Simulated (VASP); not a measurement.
# VH3 (P6_3/mmc) in VASP: further runs

The runs below take VH3 through single point, relaxation of cell and atoms, with PBE.

All numbers are computed with VASP 6.6.1; they aren't measurements. Logs are shortened: lines on timing, memory, paths and dates and some standing lists are left out, and cuts for length are marked.

### Step 1. The cell of the first run

It takes space group P6_3/mmc (No. 194, hexagonal). The conventional cell has a = 4.174 Å, b = 4.174 Å, c = 2.889 Å, α = 90.00°, β = 90.00°, γ = 120.00°. Within 2.4 Å of V (site symmetry -6m2) lie 12 H at 1.84 to 2.09 Å. H (site symmetry mm2) has 4 V at 1.84 to 2.09 Å and 8 H at 1.92 to 2.20 Å within 2.4 Å.

### Step 2. Single point, PBE, collinear spin, ferromagnetic start

Contents of INCAR:

```
SYSTEM = VH3
PREC = Accurate ; ENCUT = 520
EDIFF = 1E-7 ; ISMEAR = 0
SIGMA = 0.1 ; LREAL = .False.
LASPH = .True. ; NELM = 150
ALGO = Normal ; ISIF = 2
LWAVE = .False. ; LCHARG = .False.
ISPIN = 2 ; MAGMOM = 1.95 1.95 0 0 0 0 0 0
LORBIT = 11 ; LMAXMIX = 4
GGA = PE ; NBANDS = 30
```

Contents of KPOINTS:

```
regular mesh
0
Gamma
  6 6 6
  0 0 0
```

Contents of POSCAR:

```
VH3
1.0
    4.1742655164      0.0000000000      0.0000000000
   -2.0871327582      3.6150199794      0.0000000000
    0.0000000000      0.0000000000      2.8891790257
V H
2 6
Direct
    0.3333333333      0.6666666667      0.2500000000
    0.6666666667      0.3333333333      0.7500000000
    0.8242355396      0.6484710793      0.2500000000
    0.1757644604      0.8242355396      0.7500000000
    0.3515289207      0.1757644604      0.2500000000
    0.1757644604      0.3515289207      0.7500000000
    0.8242355396      0.1757644604      0.2500000000
    0.6484710793      0.8242355396      0.7500000000
```

Potentials or basis: VASP PAW PBE potentials, release 64 (V_sv, H).

Started as:

```console
> cat potpaw_PBE.64/V_sv/POTCAR potpaw_PBE.64/H/POTCAR > POTCAR
> mpirun -np 1 vasp_std > vasp.out
```

OUTCAR:

```text
SYSTEM = VH3
   PREC = Accurate
   ENCUT = 520
   EDIFF = 1E-7
   ISMEAR = 0
   LREAL = .False.
   LASPH = .True.
   NELM = 150
   ISIF = 2
   ISPIN = 2
   LORBIT = 11
   GGA = PE

 ion  position               nearest neighbor table
   1  0.333  0.667  0.250-   4 1.84   4 1.84   8 1.84   8 1.84   6 1.84   6 1.84   2 2.81   2 2.81
                             2 2.81   2 2.81   2 2.81   2 2.81
   2  0.667  0.333  0.750-   7 1.84   7 1.84   5 1.84   5 1.84   3 1.84   3 1.84   1 2.81   1 2.81
                             1 2.81   1 2.81   1 2.81   1 2.81
   3  0.824  0.648  0.250-   2 1.84   2 1.84
   4  0.176  0.824  0.750-   1 1.84   1 1.84
   5  0.352  0.176  0.250-   2 1.84   2 1.84
   6  0.176  0.352  0.750-   1 1.84   1 1.84
   7  0.824  0.176  0.250-   2 1.84   2 1.84
   8  0.648  0.824  0.750-   1 1.84   1 1.84

  LATTYP: Found a hexagonal cell.
 ALAT       =     4.1742655164
 C/A-ratio  =     0.6921406926

  Lattice vectors:

 A1 = (   4.1742655164,   0.0000000000,   0.0000000000)
 A2 = (  -2.0871327582,   3.6150199794,   0.0000000000)
 A3 = (   0.0000000000,   0.0000000000,   2.8891790257)

Analysis of symmetry for initial positions (statically):
=====================================================================
 Subroutine PRICEL returns:
 Original cell was already a primitive cell.

 Routine SETGRP: Setting up the symmetry group for a
 hexagonal supercell.

 Subroutine GETGRP returns: Found 24 space group operations
 (whereof 12 operations were pure point group operations)
 out of a pool of 24 trial point group operations.

The static configuration has the point symmetry D_3d.
 The point group associated with its full space group is D_6h.

Analysis of symmetry for dynamics (positions and initial velocities):
=====================================================================
 Subroutine PRICEL returns:
 Original cell was already a primitive cell.

 Routine SETGRP: Setting up the symmetry group for a
 hexagonal supercell.

 Subroutine GETGRP returns: Found 24 space group operations
 (whereof 12 operations were pure point group operations)
 out of a pool of 24 trial point group operations.

The dynamic configuration has the point symmetry D_3d.
 The point group associated with its full space group is D_6h.

Analysis of structural, dynamic, and magnetic symmetry:
=====================================================================
 Subroutine PRICEL returns:
 Original cell was already a primitive cell.

 Routine SETGRP: Setting up the symmetry group for a
 hexagonal supercell.

 Subroutine GETGRP returns: Found 24 space group operations
 (whereof 12 operations were pure point group operations)
 out of a pool of 24 trial point group operations.

The overall configuration has the point symmetry D_3d.
 The point group associated with its full space group is D_6h.

 Subroutine INISYM returns: Found 24 space group operations
 (whereof 12 operations are pure point group operations),
 and found     1 'primitive' translations

----------------------------------------------------------------------------------------

                                     Primitive cell

  volume of cell :      43.5979

  direct lattice vectors                    reciprocal lattice vectors
     4.174265516  0.000000000  0.000000000     0.239563103  0.138311822  0.000000000
    -2.087132758  3.615019979  0.000000000     0.000000000  0.276623644  0.000000000
     0.000000000  0.000000000  2.889179026     0.000000000  0.000000000  0.346119085

  length of vectors
     4.174265516  4.174265516  2.889179026     0.276623644  0.276623644  0.346119085

  position of ions in fractional coordinates (direct lattice)
     0.333333333  0.666666667  0.250000000
     0.666666667  0.333333333  0.750000000
     0.824235540  0.648471079  0.250000000
     0.175764460  0.824235540  0.750000000
     0.351528921  0.175764460  0.250000000
     0.175764460  0.351528921  0.750000000
     0.824235540  0.175764460  0.250000000
     0.648471079  0.824235540  0.750000000

[... 66 lines left out ...]
   total plane-waves  NPLWV =  24576
   dimension x,y,z NGX =    32 NGY =   32 NGZ =   24
   dimension x,y,z NGXF=    64 NGYF=   64 NGZF=   48
   ions per type =               2   6
   NGX,Y,Z   is equivalent  to a cutoff of  12.74, 12.74, 13.81 a.u.
   NGXF,Y,Z  is equivalent  to a cutoff of  25.49, 25.49, 27.62 a.u.
 SYSTEM =  VH3
   PREC   = accura    normal or accurate (medium, high low for compatibility)
   ISTART =      0    job   : 0-new  1-cont  2-samecut
   ICHARG =      2    charge: 1-file 2-atom 10-const
   ISPIN  =      2    spin polarized calculation?
   LNONCOLLINEAR =      F non collinear calculations
   LSORBIT =      F    spin-orbit coupling
   LASPH  =      T    aspherical Exc in radial PAW
   ENCUT  =  520.0 eV  38.22 Ry    6.18 a.u.   7.76  7.76  5.37*2*pi/ulx,y,z
   NELM   =    150;   NELMIN=  2; NELMDL= -5     # of ELM steps
   EDIFF  = 0.1E-06   stopping-criterion for ELM
[... 19 lines left out ...]
     AMIX_MAG =   1.60;   BMIX_MAG =  1.00
  volume/ion in A,a.u.               =       5.45        36.78
  Fermi-wavevector in a.u.,A,eV,Ry     =   1.476737  2.790628 29.670924  2.180751
  Thomas-Fermi vector in A             =   2.591227
   LORBIT       =     11    0 simple, 1 ext, 2 COOP (PROOUT), +10 PAW based schemes
   GGA     = PE    functional components
   LHFCALC =     F    Hartree Fock is set to
   AEXX    =    0.0000 exact exchange contribution
   IVDW    =     0    specifies the selected vdW correction
   LEPSILON=     F    determine dielectric tensor
   LRPA    =     F    only Hartree local field effects (RPA)
 spin polarized calculation
 Gauss-broadening in eV      SIGMA  =   0.10
  energy-cutoff  :      520.00
  volume of cell :       43.60
 maximum number of plane-waves:      1199
 NGX is ok and might be reduce to    32
   NGX = 15   NGY = 15   NGZ = 11

 number of electron      31.9999998 magnetization       0.0010937

 number of electron      31.9999998 magnetization      -0.0001314

 Free energy of the ion-electron system (eV)
  ---------------------------------------------------
  ext. energy  EPLUGINS =         0.00000000
  ---------------------------------------------------
  free energy    TOTEN  =       -38.23432962 eV

  energy without entropy =      -38.21174714  energy(sigma->0) =      -38.22303838

 E-fermi :   7.6210     XC(G=0): -12.0625

 val. band max:        7.6192416331   @ k =   0.1667   0.1667   0.3333
 cond. band min:       7.6224325898   @ k =   0.0000   0.0000   0.1667
 fundamental gap:      0.0031909567
 Fermi energy:         7.6210370266

 spin component 1

 k-point     1 :       0.0000    0.0000    0.0000
  band No.  band energies     occupation
      1     -56.8917      1.00000
      2     -56.7834      1.00000
      3     -30.8511      1.00000
      4     -30.8511      1.00000
      5     -30.7092      1.00000
      6     -30.5709      1.00000
[... 733 lines left out ...]
     27      18.1154      0.00000
     28      18.1154      0.00000

 [... further k-points ...]

 spin component 2

 k-point     1 :       0.0000    0.0000    0.0000
  band No.  band energies     occupation
      1     -56.8917      1.00000
      2     -56.7835      1.00000
      3     -30.8511      1.00000
      4     -30.8511      1.00000
      5     -30.7092      1.00000
      6     -30.5709      1.00000
[... 733 lines left out ...]
     27      18.1154      0.00000
     28      18.1154      0.00000

 [... further k-points ...]

 [bands above 28 left out]

------------------------ aborting loop because EDIFF is reached ----------------------------------------

  FORCE on cell =-STRESS in cart. coord.  units (eV):
  Direction    XX          YY          ZZ          XY          YZ          ZX
  --------------------------------------------------------------------------------------
  -------------------------------------------------------------------------------------
  Total        0.0032759      0.0032759     -0.0076099      0.0000000      0.0000000      0.0000000
  in kB        0.1203856      0.1203856     -0.2796551      0.0000000      0.0000000      0.0000000
  external PRESSURE =      -0.0129613 kB  Pullay stress =       0.0000000 kB

 VOLUME and BASIS-vectors are now :
 -----------------------------------------------------------------------------
  energy-cutoff  :      520.00
  volume of cell :       43.60
      direct lattice vectors                 reciprocal lattice vectors
     4.174265516  0.000000000  0.000000000     0.239563103  0.138311822  0.000000000
    -2.087132758  3.615019979  0.000000000     0.000000000  0.276623644  0.000000000
     0.000000000  0.000000000  2.889179026     0.000000000  0.000000000  0.346119085

 POSITION                                       TOTAL-FORCE (eV/Angst)
 -----------------------------------------------------------------------------------
     -0.00000      2.41001      0.72229        -0.000000      0.000000      0.000000
      2.08713      1.20501      2.16688        -0.000000     -0.000000      0.000000
      2.08713      2.34424      0.72229        -0.000000      0.017172     -0.000000
     -0.98660      2.97963      2.16688        -0.014871      0.008586      0.000000
      1.10053      0.63539      0.72229        -0.014871     -0.008586      0.000000
      0.00000      1.27078      2.16688        -0.000000     -0.017172      0.000000
      3.07373      0.63539      0.72229         0.014871     -0.008586     -0.000000
      0.98660      2.97963      2.16688         0.014871      0.008586     -0.000000
 -----------------------------------------------------------------------------------
    total drift:                                0.000000     -0.000000      0.000000

  FREE ENERGIE OF THE ION-ELECTRON SYSTEM (eV)
  ---------------------------------------------------
  free  energy   TOTEN  =       -38.2343296242 eV

  energy  without entropy=      -38.2117471431  energy(sigma->0) =      -38.22303838

 total charge

# of ion       s       p       d       tot
------------------------------------------
    1        2.228   6.238   3.207  11.673
    2        2.228   6.238   3.207  11.673
    3        0.522   0.022   0.000   0.544
    4        0.522   0.022   0.000   0.544
    5        0.522   0.022   0.000   0.544
    6        0.522   0.022   0.000   0.544
    7        0.522   0.022   0.000   0.544
    8        0.522   0.022   0.000   0.544
--------------------------------------------------
tot          7.589  12.609   6.413  26.611

 magnetization (x)

# of ion       s       p       d       tot
------------------------------------------
    1       -0.000  -0.000  -0.000  -0.000
    2       -0.000  -0.000  -0.000  -0.000
    3       -0.000  -0.000   0.000  -0.000
    4       -0.000  -0.000   0.000  -0.000
    5       -0.000  -0.000   0.000  -0.000
    6       -0.000  -0.000   0.000  -0.000
    7       -0.000  -0.000   0.000  -0.000
    8       -0.000  -0.000   0.000  -0.000
--------------------------------------------------
tot         -0.000  -0.000  -0.000  -0.000
```

Run time: 2.3 min. Hardware: 1 thread of Intel Xeon 8259CL, shared host; peak memory 0.21 GiB.

What came out:

```
Free energy                                           : -38.2343 eV
Pressure                                              : 0.0 GPa
Largest force                                         : 0.017 eV/Å
Band gap on the k mesh                                : zero (filled and empty bands overlap)
Net moment                                            : 0.00 μB per cell
Valence electrons inside the program's atomic spheres : V 11.67; H 0.54
```

Forces on the atoms (eV/Å):
```
V    0.000  0.000  0.000
V    0.000  0.000  0.000
H    0.000  0.017  0.000
H   -0.015  0.009  0.000
H   -0.015 -0.009  0.000
H    0.000 -0.017  0.000
H    0.015 -0.009  0.000
H    0.015  0.009  0.000
```

Caveat: the k points lie up to 0.36 Å⁻¹ apart, too coarse for converged energies and pressures of a metal.

### Step 3. Single point, PBE, collinear spin, ferromagnetic start

This run uses another cell than the first one, of 7.89 Å³/atom.

Contents of INCAR:

```
SYSTEM = VH3
PREC     = Accurate       ! precision mode
ENCUT    = 520            ! plane-wave cutoff, eV
EDIFF    = 1E-6           ! SCF threshold, eV
ISMEAR   = 0              ! smearing method
SIGMA    = 0.1            ! smearing width, eV
LREAL    = .False.        ! projectors in reciprocal space
LASPH    = .True.         ! aspherical terms in the spheres
NELM     = 150            ! most SCF steps
ALGO     = Normal         ! electronic algorithm
ISIF     = 2              ! what is computed and relaxed
LWAVE    = .False.        ! write WAVECAR
LCHARG   = .True.         ! write CHGCAR
ISPIN    = 2              ! spin polarisation
MAGMOM   = 2 2 0 0 0 0 0 0 ! initial moments
LORBIT   = 11             ! projections on sites
LMAXMIX  = 4              ! l up to which the mixer works
GGA      = PE             ! functional
LELF     = .True.         ! ELF
LVHAR    = .True.       
NBANDS   = 30             ! bands
```

KPOINTS is that of step 2.

Contents of POSCAR:

```
VH3
1.0
    4.4944731697      0.0000000000      0.0000000000
   -2.2472365848      3.8923279416      0.0000000000
    0.0000000000      0.0000000000      3.6075081813
V H
2 6
Direct
    0.3333333333      0.6666666667      0.2500000000
    0.6666666667      0.3333333333      0.7500000000
    0.8330000000      0.6660000000      0.2500000000
    0.1670000000      0.8330000000      0.7500000000
    0.3340000000      0.1670000000      0.2500000000
    0.1670000000      0.3340000000      0.7500000000
    0.8330000000      0.1670000000      0.2500000000
    0.6660000000      0.8330000000      0.7500000000
```

Potentials or basis: VASP PAW PBE potentials, release 64 (V_sv, H).

Started as:

```console
> cat potpaw_PBE.64/V_sv/POTCAR potpaw_PBE.64/H/POTCAR > POTCAR
> mpirun -np 1 vasp_std > vasp.out
```

It took 3 min on 1 thread of Intel Xeon 8259CL, shared host; peak memory 0.25 GiB.

It converged, with:

```
Free energy                                           : -35.3250 eV
Pressure                                              : -26.0 GPa
Largest force                                         : 0.606 eV/Å
Net moment                                            : 4.11 μB per cell
Site moments                                          : V +2.05; H -0.05 μB
Valence electrons inside the program's atomic spheres : V 11.19; H 0.47
```

Forces in eV/Å, atoms in the order of the input:
```
V    0.000  0.000  0.000
V    0.000  0.000  0.000
H    0.000 -0.606  0.000
H    0.525 -0.303  0.000
H    0.525  0.303  0.000
H    0.000  0.606  0.000
H   -0.525  0.303  0.000
H   -0.525 -0.303  0.000
```

Stress tensor (GPa, compression positive):
```
-21.90   0.00   0.00
  0.00 -21.90   0.00
  0.00   0.00 -34.20
```

Levels at points of the mesh, in eV from the Fermi level:
Spin up:
```csv
k point,band 15,band 16,band 17,band 18,band 19,band 20,band 21,band 22
"(0.00, 0.00, 0.00)",-0.94,-0.94,-0.53,0.18,0.18,1.76,1.76,2.64
"(0.50, 0.00, 0.00)",-1.06,-1.04,-0.88,-0.49,-0.15,0.15,0.43,1.91
"(0.00, 0.00, 0.50)",0.23,0.23,0.26,0.26,0.26,0.26,3.23,3.23
"(0.50, 0.00, 0.50)",-0.81,-0.81,-0.52,-0.52,0.03,0.03,1.76,1.76
```
Spin down:
| k point | band 12 | band 13 | band 14 | band 15 | band 16 | band 17 |
| --- | --- | --- | --- | --- | --- | --- |
| (0.00, 0.00, 0.00) | -3.57 | -1.41 | -1.41 | 0.83 | 0.83 | 1.13 |
| (0.50, 0.00, 0.00) | -3.46 | -0.66 | 0.45 | 0.52 | 0.60 | 0.74 |
| (0.00, 0.00, 0.50) | -2.97 | -2.97 | -2.97 | 2.13 | 2.13 | 2.13 |
| (0.50, 0.00, 0.50) | -4.74 | -2.59 | -2.59 | 0.84 | 0.84 | 1.30 |

Caveat: the cell stands under tension.

### Step 4. Relaxation of cell and atoms, PBE, collinear spin, ferromagnetic start

This run uses another cell than the first one, of 7.89 Å³/atom.

Contents of INCAR:

```
SYSTEM = VH3
PREC = Accurate
ENCUT = 600
EDIFF = 1E-7
ISMEAR = 0
SIGMA = 0.1
LREAL = .FALSE.
LASPH = .TRUE.
NELM = 150
ALGO = Normal
ISIF = 3
LWAVE = .FALSE.
LCHARG = .FALSE.
ISPIN = 2
MAGMOM = 1.95 1.95 0 0 0 0 0 0
LORBIT = 11
LMAXMIX = 4
GGA = PE
IBRION = 2
NSW = 90
EDIFFG = -0.04
```

Contents of KPOINTS:

```
regular mesh
0
G
  6 6 6
  0 0 0
```

POSCAR is that of step 3.

Started as:

```console
> cat potpaw_PBE.64/V_sv/POTCAR potpaw_PBE.64/H/POTCAR > POTCAR
> mpirun -np 1 vasp_std > vasp.out
```

Wall time 24 min (1 thread of Intel Xeon 8259CL, shared host); peak memory 0.28 GiB.

It converged, with:

* Free energy: -38.2468 eV
* Relaxed volume: 5.44 Å³/atom
* Relaxed cell: a = 4.164 Å, b = 4.164 Å, c = 2.897 Å, α = 90.00°, β = 90.00°, γ = 120.00°
* Space group after relaxing (to 0.1 Å): P6_3/mmc (No. 194)
* Pressure after relaxing: 0.0 GPa
* Largest force after relaxing: 0.025 eV/Å
* Band gap on the k mesh: zero (filled and empty bands overlap)
* Net moment: 0.00 μB per cell
* Valence electrons inside the program's atomic spheres: V 11.67; H 0.54

Forces on the atoms (eV/Å):
```
V    0.000  0.000  0.000
V    0.000  0.000  0.000
H    0.000 -0.025  0.000
H    0.022 -0.013  0.000
H    0.022  0.013  0.000
H    0.000  0.025  0.000
H   -0.022  0.013  0.000
H   -0.022 -0.013  0.000
```

Stress tensor (GPa, compression positive):
```
 0.22  0.00  0.00
 0.00  0.22  0.00
 0.00  0.00 -0.57
```

Final structure:
```
V H
1.0
     4.16429    0.00000    0.00000
    -2.08215    3.60638    0.00000
     0.00000    0.00000    2.89748
V H
2 6
Cartesian
  0.0000 2.4043 0.7244
  2.0821 1.2021 2.1731
  2.0821 2.3452 0.7244
  -0.9899 2.9758 2.1731
  1.0922 0.6306 0.7244
  0.0000 1.2612 2.1731
  3.0720 0.6306 0.7244
  0.9899 2.9758 2.1731
```

Levels at points of the mesh, in eV from the Fermi level:
Spin up:
| k point | band 14 | band 15 | band 16 | band 17 | band 18 | band 19 |
| --- | --- | --- | --- | --- | --- | --- |
| (0.00, 0.00, 0.00) | -2.58 | -0.83 | -0.19 | -0.19 | 1.36 | 1.36 |
| (0.50, 0.00, 0.00) | -1.18 | -0.96 | -0.79 | -0.51 | -0.23 | 0.99 |
| (0.00, 0.00, 0.50) | -5.35 | 1.39 | 1.39 | 1.39 | 1.39 | 2.21 |
| (0.50, 0.00, 0.50) | -4.80 | -0.47 | -0.47 | 0.04 | 0.04 | 1.78 |
Spin down:
| k point | band 12 | band 13 | band 14 | band 15 | band 16 | band 17 | band 18 | band 19 | band 20 | band 21 |
| --- | --- | --- | --- | --- | --- | --- | --- | --- | --- | --- |
| (0.00, 0.00, 0.00) | -5.77 | -2.58 | -2.58 | -0.83 | -0.19 | -0.19 | 1.36 | 1.36 | 2.06 | 2.06 |
| (0.50, 0.00, 0.00) | -5.12 | -1.64 | -1.18 | -0.96 | -0.79 | -0.51 | -0.23 | 0.99 | 1.50 | 1.72 |
| (0.00, 0.00, 0.50) | -5.35 | -5.35 | -5.35 | 1.39 | 1.39 | 1.39 | 1.39 | 2.21 | 2.21 | 4.79 |
| (0.50, 0.00, 0.50) | -6.20 | -4.80 | -4.80 | -0.47 | -0.47 | 0.04 | 0.04 | 1.78 | 1.78 | 3.91 |

Caveat: the volume moved by over 15 % at a fixed basis, so the end points are rough.

### Step 5. Summary

| task | cell | cutoff (eV) | gap on the mesh (eV) | pressure (GPa) | moment (μB) | largest force (eV/Å) |
| --- | --- | --- | --- | --- | --- | --- |
| single point | a = 4.174, b = 4.174, c = 2.889 Å, angles 90.0, 90.0, 120.0°, 8 atoms, atomic positions A | 520 | none | 0.0 | 0.00 | 0.02 |
| single point | a = 4.494, b = 4.494, c = 3.608 Å, angles 90.0, 90.0, 120.0°, 8 atoms, atomic positions B | 520 | none | -26.0 | 4.11 | 0.61 |
| relaxation of cell and atoms | relaxed from a = 4.494, b = 4.494, c = 3.608 Å, angles 90.0, 90.0, 120.0°, 8 atoms, atomic positions B | 600 | none | 0.0 | 0.00 | 0.03 |

Alike in all rows: level PBE; potentials or basis VASP PAW PBE potentials, release 64 (V_sv, H); spin collinear, ferromagnetic start; k mesh 6 × 6 × 6; smearing gaussian 0.1 eV.

Caveats: some runs use coarse meshes; the cell stands under tension (at least some runs); the volume moved by over 15 % at a fixed basis, so the end points are rough (at least some runs).

Absolute energies hang on the potentials; compare differences alone.
